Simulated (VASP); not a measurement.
Input of a VASP 6.6.1 run:

The input INCAR:

```
PREC     = Accurate       # precision mode
ENCUT    = 520            # plane-wave cutoff, eV
EDIFF    = 1E-6           # SCF threshold, eV
ISMEAR   = 0              # smearing method
SIGMA    = 0.05           # smearing width, eV
LREAL    = False          # projectors in reciprocal space
LASPH    = True           # aspherical terms in the spheres
NELM     = 150            # most SCF steps
ALGO     = Normal         # electronic algorithm
ISIF     = 2              # what is computed and relaxed
LWAVE    = False          # write WAVECAR
LCHARG   = False          # write CHGCAR
ISPIN    = 2              # spin polarisation
MAGMOM   = 0 0.5 0.5 0.5  # initial moments
LORBIT   = 11             # projections on sites
LMAXMIX  = 4              # l up to which the mixer works
GGA      = CA             # functional
NBANDS   = 28             # bands
```

The input KPOINTS:

```
regular mesh
0
Gamma
  20 20 20
```

POSCAR

```
AlNi3
1.0
    3.3932621264      0.0000000000      0.0000000000
    0.0000000000      3.3932621264      0.0000000000
    0.0000000000      0.0000000000      3.3932621264
Al Ni
1 3
Direct
    0.0000000000      0.0000000000      0.0000000000
    0.0000000000      0.5000000000      0.5000000000
    0.5000000000      0.0000000000      0.5000000000
    0.5000000000      0.5000000000      0.0000000000
```

Potentials or basis: VASP PAW LDA potentials, release 64 (Al, Ni).

Command:

```console
$ cat potpaw_LDA.64/Al/POTCAR potpaw_LDA.64/Ni/POTCAR > POTCAR
$ mpirun -np 1 vasp_std > vasp.out
```

Task: Estimate the net moment.

Result: 0.19 μB per cell.

Task: What does it give for the site moments?

Result: Al -0.00; Ni +0.07 μB.

Task: Estimate the pressure.

Result: 20.1 GPa.

Caveat: the cell stands under pressure.
